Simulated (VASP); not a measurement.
CoW3, 4 atoms in the cell. The structure is cubic, space group Fm-3m (No. 225). Conventional cell: a = 6.154 Å, b = 6.154 Å, c = 6.154 Å, α = 90.00°, β = 90.00°, γ = 90.00°. Within 3.5 Å of W (site symmetry -43m) lie 10 W at 2.66 to 3.08 Å and 4 Co at 2.66 Å. W (site symmetry m-3m) has 8 W at 2.66 Å and 6 Co at 3.08 Å within 3.5 Å. Co (site symmetry m-3m) has 14 W at 2.66 to 3.08 Å within 3.5 Å. 

* Program: VASP 6.6.1
* Task: single point
* Functional: PBE
* Potentials or basis: VASP PAW PBE potentials, release 64 (W_sv, Co)
* Cutoff: 520 eV
* k mesh: 6 × 6 × 6
* Occupations: gaussian, width 0.1 eV
* Spin: collinear spin, ferromagnetic start
* Starting moments: [0.0, 0.0, 0.0, 2.0] μB
* Dipole correction: no
* Further INCAR settings: ALGO = Normal; EDIFF = 1e-06; NBANDS = 38

Potentials or basis: VASP PAW PBE potentials, release 64 (W_sv, Co).

The run is started by

```sh
$ cat potpaw_PBE.64/W_sv/POTCAR potpaw_PBE.64/Co/POTCAR > POTCAR
$ mpirun -np 1 vasp_std > vasp.out
```

Hardware: 1 thread of AMD EPYC 9R45 96-Core Processor (Zen 5) (shared host).

Q: Estimate the wall time of this run.

A: Wall time 55 s on 1 thread of AMD EPYC 9R45 96-Core Processor (Zen 5), on a shared host, peak memory 0.2 GiB. Counts: scf iterations 20, k points 16.
